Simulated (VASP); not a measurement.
Crystal: C.

```xyz
2
Lattice="0.0000 1.6311 2.1204 1.6311 0.0000 2.1204 1.6311 1.6311 0.0000" Properties=species:S:1:pos:R:3 pbc="T T T"
C     1.6311    1.6311    2.1204
C     2.4466    2.4466    3.1806
```

This cell differs from its parent crystal: ratio of the length along z to the lengths across it x 1.3, volume and fractional coordinates fixed.

Base run:

* Program: VASP 6.6.1
* Functional: r2SCAN
* Potentials or basis: VASP PAW PBE potentials, release 64 (C_h)
* Cutoff: 910 eV
* k mesh: 12 × 12 × 12
* Occupations: gaussian, width 0.05 eV
* Spin: no spin polarisation

Its results: band gap on the k mesh 0.93 eV, indirect (least direct gap 2.98 eV); pressure 3.8 GPa.

Q: The run is repeated on the same cell with these changes: potentials or basis from VASP PAW PBE potentials, release 64 (C_h) to VASP PAW PBE potentials, release 64 (C); cutoff from 910 eV to 520 eV. What comes out?

A: Band gap on the k mesh 0.91 eV, indirect (least direct gap 2.95 eV); pressure 5.5 GPa.

Caveats: the PAW data sets were made with another functional, which shifts forces and pressure a little; the cutoff is under 1.25 times the usual one of these potentials, so pressure, stress and relaxed cells hold a basis-set (Pulay) error (some runs).

A k mesh can miss the band edges.
